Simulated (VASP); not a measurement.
Runs of VASP 6.6.1 on C. It takes space group Fd-3m (No. 227, cubic). The conventional cell has a = 3.572 Å, b = 3.572 Å, c = 3.572 Å, α = 90.00°, β = 90.00°, γ = 90.00°. Within 2.1 Å of C (site symmetry -43m) lie 4 C at 1.55 Å. 

| level | potentials or basis | cutoff (eV) | smearing | gap on the mesh (eV) | pressure (GPa) |
| --- | --- | --- | --- | --- | --- |
| LDA | VASP PAW LDA potentials, release 64 (C) | 600 | fermi-dirac 0.01 eV | 4.10 | -14.1 |
| r2SCAN | VASP PAW PBE potentials, release 64 (C) | 660 | fermi-dirac 0.01 eV | 4.33 | (a) |
| PBE | VASP PAW PBE potentials, release 64 (C) | 600 | fermi-dirac 0.01 eV | 4.13 | 0.0 |
| PBE | VASP PAW PBE potentials, release 64 (C) | 600 | gaussian 0.01 eV | 4.13 | 0.0 |

Alike in all rows: task single point; no spin polarisation; cell as given; k mesh 13 × 13 × 13.

Estimate the missing entries.

(a) -4.1.

Caveats: the PAW data sets were made with another functional, which shifts forces and pressure a little (some runs).

A k mesh can miss the band edges.
